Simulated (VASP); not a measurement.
Write the native input for VASP 6.6.1 that does the following.

```yaml
Task: single point
Functional: PBE
Potentials_or_basis: VASP PAW PBE potentials, release 64 (Cu, O)
Cutoff: 520 eV
k_mesh: 9 × 9 × 5
Occupations: fermi-dirac, width 0.05 eV
Spin: no spin polarisation
Hubbard_terms: Cu d U = 4.0 eV
Dipole_correction: no
Further_INCAR_settings: ALGO = Normal; EDIFF = 1e-06; NBANDS = 25
```

The structure of CuO lies in POSCAR:

```
CuO
1.0
    1.9909680000     -2.1535500000      0.0000000000
    1.9909680000      2.1535500000      0.0000000000
    0.0000000000      0.0000000000      5.1559280000
Cu O
2 2
Direct
    0.5000000000      0.0000000000      0.0000000000
    0.0000000000      0.5000000000      0.5000000000
    0.5000000000      0.5000000000      0.2500000000
    0.5000000000      0.5000000000      0.7500000000
```

One way to write it, as run:

INCAR

```
SYSTEM = CuO
  PREC = Accurate
  ENCUT = 520
  EDIFF = 1E-6
  ISMEAR = -1
  SIGMA = 0.05
  LREAL = .FALSE.
  LASPH = .TRUE.
  NELM = 150
  ALGO = Normal
  ISIF = 2
  LWAVE = .FALSE.
  LCHARG = .FALSE.
  LMAXMIX = 4
  LDAU = .TRUE.
  LDAUTYPE = 2
  LDAUL = 2 -1
  LDAUU = 4 0
  LDAUJ = 0 0
  LDAUPRINT = 1
  GGA = PE
  NBANDS = 25
```

KPOINTS

```
regular mesh
0
G
  9 9 5
  0 0 0
```

Potentials or basis: VASP PAW PBE potentials, release 64 (Cu, O).

The run is started by

```sh
$ cat potpaw_PBE.64/Cu/POTCAR potpaw_PBE.64/O/POTCAR > POTCAR
$ mpirun -np 1 vasp_std > vasp.out
```

Results of the run:

| Property | Result |
| --- | --- |
| Pressure | 0.0 GPa |
| Band gap on the k mesh | zero (band 17 reaches 5.12 eV, above the bottom of band 18 at 4.23 eV) |

Caveat: U without spin polarisation on a metal has little footing.

Wall time 39 s on 1 thread of Intel(R) Xeon(R) Platinum 8559C (Emerald Rapids), on a shared host, peak memory 0.2 GiB.
